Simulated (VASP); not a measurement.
# KC4 (I4_1/amd) in VASP: single point with PBE

Aim: the single point of KC4 with PBE.

All numbers are computed with VASP 6.6.1; they aren't measurements. Logs are shortened: lines on timing, memory, paths and dates and some standing lists are left out, and cuts for length are marked.

## Step 1: The cell of the first run

The structure is tetragonal, space group I4_1/amd (No. 141). Conventional cell: a = 7.437 Å, b = 7.437 Å, c = 6.233 Å, α = 90.00°, β = 90.00°, γ = 90.00°. K (site symmetry -4m2) has 20 C at 3.05 to 4.24 Å and 4 K at 4.03 Å within 4.3 Å. Within 2.0 Å of C (site symmetry m) lie 3 C at 1.45 to 1.96 Å.

The cell was generated, and may not be a known phase.

## Step 2: Single point, PBE

File INCAR:

```
  ALGO = Normal
  EDIFF = 1E-6
  ENCUT = 520
  GGA = PE
  ISIF = 2
  ISMEAR = 0
  LASPH = T
  LCHARG = T
  LELF = T
  LREAL = F
  LVHAR = T
  LWAVE = F
  NBANDS = 36
  NELM = 80
  PREC = Accurate
  SIGMA = 0.1
```

File KPOINTS:

```
k-points
0
Gamma
  8 8 8
```

File POSCAR:

```
KC4
1.0
   -3.7185069600      3.7185069600      3.1162930320
    3.7185069600     -3.7185069600      3.1162930320
    3.7185069600      3.7185069600     -3.1162930320
K C
2 8
Direct
    0.5000000000      0.5000000000      0.0000000000
    0.2500000000      0.7500000000      0.5000000000
    0.0970209790      0.9652633857      0.1317575933
    0.8335057924      0.9652633857      0.8682424067
    0.7152633857      0.0835057924      0.3682424067
    0.7152633857      0.3470209790      0.6317575933
    0.9164942076      0.2847366143      0.6317575933
    0.6529790210      0.2847366143      0.3682424067
    0.0347366143      0.1664942076      0.1317575933
    0.0347366143      0.9029790210      0.8682424067
```

Potentials or basis: VASP PAW PBE potentials, release 64 (K_sv, C).

Command:

```sh
> cat potpaw_PBE.64/K_sv/POTCAR potpaw_PBE.64/C/POTCAR > POTCAR
> mpirun -np 1 vasp_std > vasp.out
```

OUTCAR:

```text
EDIFF = 1E-6
   ENCUT = 520
   GGA = PE
   ISIF = 2
   ISMEAR = 0
   LASPH = T
   LREAL = F
   NELM = 80
   PREC = Accurate

 ion  position               nearest neighbor table
   1  0.500  0.500  0.000-
   2  0.250  0.750  0.500-
   3  0.097  0.965  0.132-   9 1.45  10 1.45   4 1.96
   4  0.834  0.965  0.868-   9 1.45  10 1.45   3 1.96
   5  0.715  0.084  0.368-   7 1.45   8 1.45   6 1.96
   6  0.715  0.347  0.632-   7 1.45   8 1.45   5 1.96
   7  0.916  0.285  0.632-   5 1.45   6 1.45   8 1.96
   8  0.653  0.285  0.368-   5 1.45   6 1.45   7 1.96
   9  0.035  0.166  0.132-   3 1.45   4 1.45  10 1.96
  10  0.035  0.903  0.868-   3 1.45   4 1.45   9 1.96

  LATTYP: Found a body centered tetragonal cell.
 ALAT       =     7.4370139200
 C/A-ratio  =     0.8380495359

  Lattice vectors:

 A1 = (  -3.7185069600,   3.7185069600,   3.1162930320)
 A2 = (   3.7185069600,  -3.7185069600,   3.1162930320)
 A3 = (   3.7185069600,   3.7185069600,  -3.1162930320)

Analysis of symmetry for initial positions (statically):
=====================================================================
 Subroutine PRICEL returns:
 Original cell was already a primitive cell.

 Routine SETGRP: Setting up the symmetry group for a
 body centered tetragonal supercell.

 Subroutine GETGRP returns: Found 16 space group operations
 (whereof  8 operations were pure point group operations)
 out of a pool of 16 trial point group operations.

The static configuration has the point symmetry D_2d.
 The point group associated with its full space group is D_4h.

Analysis of symmetry for dynamics (positions and initial velocities):
=====================================================================
 Subroutine PRICEL returns:
 Original cell was already a primitive cell.

 Routine SETGRP: Setting up the symmetry group for a
 body centered tetragonal supercell.

 Subroutine GETGRP returns: Found 16 space group operations
 (whereof  8 operations were pure point group operations)
 out of a pool of 16 trial point group operations.

The dynamic configuration has the point symmetry D_2d.
 The point group associated with its full space group is D_4h.

 Subroutine INISYM returns: Found 16 space group operations
 (whereof  8 operations are pure point group operations),
 and found     1 'primitive' translations

----------------------------------------------------------------------------------------

                                     Primitive cell

  volume of cell :     172.3596

  direct lattice vectors                    reciprocal lattice vectors
    -3.718506960  3.718506960  3.116293032     0.000000000  0.134462569  0.160447042
     3.718506960 -3.718506960  3.116293032     0.134462569  0.000000000  0.160447042
     3.718506960  3.718506960 -3.116293032     0.134462569  0.134462569  0.000000000

  length of vectors
     6.112762901  6.112762901  6.112762901     0.209340479  0.209340479  0.190158789

  position of ions in fractional coordinates (direct lattice)
     0.500000000  0.500000000  0.000000000
     0.250000000  0.750000000  0.500000000
     0.097020979  0.965263386  0.131757593
     0.833505792  0.965263386  0.868242407
     0.715263386  0.083505792  0.368242407
     0.715263386  0.347020979  0.631757593
     0.916494208  0.284736614  0.631757593
     0.652979021  0.284736614  0.368242407
     0.034736614  0.166494208  0.131757593
     0.034736614  0.902979021  0.868242407

  ion indices of the primitive-cell ions
   primitive index   ion index
                 1           1
                 2           2
                 3           3
                 4           4
                 5           5
                 6           6
                 7           7
                 8           8
                 9           9
                10          10

----------------------------------------------------------------------------------------

 KPOINTS: k-points

Automatic generation of k-mesh.
 Grid dimensions read from file:
 generate k-points for:    8    8    8

 Generating k-lattice:

  Cartesian coordinates                     Fractional coordinates (reciprocal lattice)
     0.000000000  0.016807821  0.020055880     0.125000000  0.000000000  0.000000000
     0.016807821  0.000000000  0.020055880     0.000000000  0.125000000  0.000000000
     0.016807821  0.016807821  0.000000000     0.000000000  0.000000000  0.125000000

  Length of vectors
     0.026167560  0.026167560  0.023769849

  Shift w.r.t. Gamma in fractional coordinates (k-lattice)
     0.000000000  0.000000000  0.000000000

 Subroutine IBZKPT returns following result:
 ===========================================

 Found     59 irreducible k-points:

 Following reciprocal coordinates:
            Coordinates               Weight
  0.000000  0.000000  0.000000      1.000000
  0.125000  0.000000  0.000000      8.000000
  0.250000  0.000000  0.000000      8.000000
  0.375000  0.000000  0.000000      8.000000
  0.500000  0.000000  0.000000      4.000000
  0.125000  0.125000  0.000000      8.000000
[... 16 lines left out ...]
  0.250000  0.125000  0.125000     16.000000
  0.375000  0.125000  0.125000      8.000000
 [... further k-points ...]
   k-points           NKPTS =     59   k-points in BZ     NKDIM =     59   number of bands    NBANDS=     36
   number of dos      NEDOS =    301   number of ions     NIONS =     10
   total plane-waves  NPLWV = 110592
   dimension x,y,z NGX =    48 NGY =   48 NGZ =   48
   dimension x,y,z NGXF=    96 NGYF=   96 NGZF=   96
   ions per type =               2   8
   NGX,Y,Z   is equivalent  to a cutoff of  13.05, 13.05, 13.05 a.u.
   NGXF,Y,Z  is equivalent  to a cutoff of  26.11, 26.11, 26.11 a.u.
 SYSTEM =  unknown system
   PREC   = accura    normal or accurate (medium, high low for compatibility)
   ISTART =      0    job   : 0-new  1-cont  2-samecut
   ICHARG =      2    charge: 1-file 2-atom 10-const
   ISPIN  =      1    spin polarized calculation?
   LNONCOLLINEAR =      F non collinear calculations
   LSORBIT =      F    spin-orbit coupling
   LASPH  =      T    aspherical Exc in radial PAW
   ENCUT  =  520.0 eV  38.22 Ry    6.18 a.u.  11.37 11.37 11.37*2*pi/ulx,y,z
   NELM   =     80;   NELMIN=  2; NELMDL= -5     # of ELM steps
   EDIFF  = 0.1E-05   stopping-criterion for ELM
   LREAL  =      F    real-space projection
   EDIFFG = 0.1E-04   stopping-criterion for IOM
   NSW    =      0    number of steps for IOM
   IBRION =     -1    ionic relax: 0-MD 1-quasi-New 2-CG
   NFREE  =      0    steps in history (QN), initial steepest desc. (CG)
   ISIF   =      2    stress and relaxation
   ISYM   =      2    0-nonsym 1-usesym 2-fastsym
   POTIM  = 0.5000    time-step for ionic-motion
   TEBEG  =    0.0;   TEEND  =   0.0 temperature during run
   PSTRESS=    0.0 pullay stress
   NELECT =      50.0000    total number of electrons
   NUPDOWN=      -1.0000    fix difference up-down
   EMIN   =  10.00;   EMAX   =-10.00  energy-range for DOS
   EFERMI =   0.00;   METHOD = LEGACY
   ISMEAR =     0;   SIGMA  =   0.10  broadening in eV -4-tet -1-fermi 0-gaus
   EFERMI_NEDOS =   21; number of points for ismear=-14 and -15
   IALGO  =     38    algorithm
   IMIX   =      4    mixing-type and parameters
     AMIX     =   0.40;   BMIX     =  1.00
     AMIX_MAG =   1.60;   BMIX_MAG =  1.00
  volume/ion in A,a.u.               =      17.24       116.31
  Fermi-wavevector in a.u.,A,eV,Ry     =   1.083726  2.047946 15.979539  1.174463
  Thomas-Fermi vector in A             =   2.219799
   LORBIT       =      0    0 simple, 1 ext, 2 COOP (PROOUT), +10 PAW based schemes
   GGA     = PE    functional components
   LHFCALC =     F    Hartree Fock is set to
   AEXX    =    0.0000 exact exchange contribution
   IVDW    =     0    specifies the selected vdW correction
   LEPSILON=     F    determine dielectric tensor
   LRPA    =     F    only Hartree local field effects (RPA)
 non-spin polarized calculation
 Gauss-broadening in eV      SIGMA  =   0.10
  energy-cutoff  :      520.00
  volume of cell :      172.36
 maximum number of plane-waves:      4666
 NGX is ok and might be reduce to    48
   NGX = 23   NGY = 23   NGZ = 23

 number of electron      50.0000005 magnetization

 Free energy of the ion-electron system (eV)
  ---------------------------------------------------
  ext. energy  EPLUGINS =         0.00000000
  ---------------------------------------------------
  free energy    TOTEN  =       -58.77513367 eV

  energy without entropy =      -58.72834640  energy(sigma->0) =      -58.75174003

 E-fermi :   0.0009     XC(G=0):  -8.2016

 val. band max:       -0.0015330360   @ k =  -0.1250   0.1250   0.0000
 cond. band min:       0.0060016367   @ k =   0.0000   0.0000   0.0000
 fundamental gap:      0.0075346728
 Fermi energy:         0.0009395108

 k-point     1 :       0.0000    0.0000    0.0000
  band No.  band energies     occupation
      1     -28.8626      2.00000
      2     -28.8418      2.00000
      3     -18.1994      2.00000
      4     -17.9720      2.00000
      5     -12.4557      2.00000
      6     -12.4544      2.00000
[... 28 lines left out ...]
     35       7.7450      0.00000
     36       7.7566      0.00000

 k-point     2 :       0.1250    0.0000    0.0000
  band No.  band energies     occupation
      1     -28.8619      2.00000
      2     -28.8423      2.00000
      3     -18.1954      2.00000
      4     -17.9804      2.00000
      5     -12.4524      2.00000
      6     -12.4466      2.00000
[... 28 lines left out ...]
     35       7.6628      0.00000
     36       7.6987      0.00000

 k-point     3 :       0.2500    0.0000    0.0000
  band No.  band energies     occupation
      1     -28.8602      2.00000
      2     -28.8439      2.00000
      3     -18.1840      2.00000
      4     -18.0025      2.00000
      5     -12.4413      2.00000
      6     -12.4371      2.00000
[... 28 lines left out ...]
     35       7.5808      0.00000
     36       7.5835      0.00000

 k-point     4 :       0.3750    0.0000    0.0000
  band No.  band energies     occupation
      1     -28.8581      2.00000
      2     -28.8458      2.00000
      3     -18.1683      2.00000
      4     -18.0287      2.00000
      5     -12.4403      2.00000
      6     -12.4173      2.00000
[... 28 lines left out ...]
     35       7.4888      0.00000
     36       7.5979      0.00000

 k-point     5 :       0.5000    0.0000    0.0000
  band No.  band energies     occupation
      1     -28.8569      2.00000
      2     -28.8468      2.00000
      3     -18.1596      2.00000
      4     -18.0418      2.00000
      5     -12.4398      2.00000
      6     -12.4054      2.00000
[... 655 lines left out ...]
 k-point    22 :       0.1250    0.1250    0.1250
  band No.  band energies     occupation
      1     -28.8588      2.00000
      2     -28.8453      2.00000
      3     -18.1688      2.00000
      4     -18.0189      2.00000
      5     -12.4471      2.00000
      6     -12.4336      2.00000
[... 28 lines left out ...]
     35       7.3854      0.00000
     36       7.6781      0.00000

 k-point    23 :       0.2500    0.1250    0.1250
  band No.  band energies     occupation
      1     -28.8566      2.00000
      2     -28.8472      2.00000
      3     -18.1529      2.00000
      4     -18.0455      2.00000
      5     -12.4316      2.00000
      6     -12.4162      2.00000
[... 28 lines left out ...]
     35       7.1579      0.00000
     36       7.5278      0.00000

 k-point    24 :       0.3750    0.1250    0.1250
  band No.  band energies     occupation
      1     -28.8555      2.00000
      2     -28.8483      2.00000
      3     -18.1430      2.00000
      4     -18.0598      2.00000
      5     -12.4266      2.00000
      6     -12.4099      2.00000
[... 28 lines left out ...]
     35       7.0758      0.00000
     36       7.4108      0.00000

 [... further k-points ...]
[... 5 lines left out ...]
  --------------------------------------------------------------------------------------
  -------------------------------------------------------------------------------------
  Total        0.4692577      0.4692577      0.1051126      0.0000000     -0.0000000      0.0000000
  in kB        4.3620082      4.3620082      0.9770796      0.0000000     -0.0000000      0.0000000
  external PRESSURE =       3.2336987 kB  Pullay stress =       0.0000000 kB

 VOLUME and BASIS-vectors are now :
 -----------------------------------------------------------------------------
  energy-cutoff  :      520.00
  volume of cell :      172.36
      direct lattice vectors                 reciprocal lattice vectors
    -3.718506960  3.718506960  3.116293032     0.000000000  0.134462569  0.160447042
     3.718506960 -3.718506960  3.116293032     0.134462569  0.000000000  0.160447042
     3.718506960  3.718506960 -3.116293032     0.134462569  0.134462569  0.000000000

 POSITION                                       TOTAL-FORCE (eV/Angst)
 -----------------------------------------------------------------------------------
      0.00000      0.00000      3.11629         0.000000      0.000000      0.000000
      3.71851     -0.00000      1.55815         0.000000      0.000000      0.000000
      3.71851     -2.73862      2.89979         0.000000      0.119235     -0.031553
      3.71851      2.73862      2.89979         0.000000     -0.119235     -0.031553
     -0.97988      3.71851      1.34165        -0.119235     -0.000000     -0.031553
      0.97988      3.71851      1.34165         0.119235      0.000000     -0.031553
      0.00000      4.69839      1.77465         0.000000      0.119235      0.031553
      0.00000      2.73862      1.77465         0.000000     -0.119235      0.031553
      0.97988      0.00000      0.21650         0.119235      0.000000      0.031553
      6.45713      0.00000      0.21650        -0.119235     -0.000000      0.031553
 -----------------------------------------------------------------------------------
    total drift:                                0.000000     -0.000000      0.000000

  FREE ENERGIE OF THE ION-ELECTRON SYSTEM (eV)
  ---------------------------------------------------
  free  energy   TOTEN  =       -58.7751336665 eV

  energy  without entropy=      -58.7283464009  energy(sigma->0) =      -58.75174003
```

It took 6.4 min on 1 thread of Intel Xeon Platinum 8259CL at 2.50GHz (Skylake/Cascade Lake), shared host; peak memory 0.48 GiB.

Results:

| Quantity | Value |
| --- | --- |
| Free energy | -58.7751 eV |
| Pressure | 0.3 GPa |
| Largest force | 0.123 eV/Å |
| Band gap on the k mesh | zero (bands 25 and 26 overlap by 0.33 eV) |

Forces on the atoms (eV/Å):
```
K    0.000  0.000  0.000
K    0.000  0.000  0.000
C    0.000  0.119 -0.032
C    0.000 -0.119 -0.032
C   -0.119  0.000 -0.032
C    0.119  0.000 -0.032
C    0.000  0.119  0.032
C    0.000 -0.119  0.032
C    0.119  0.000  0.032
C   -0.119  0.000  0.032
```
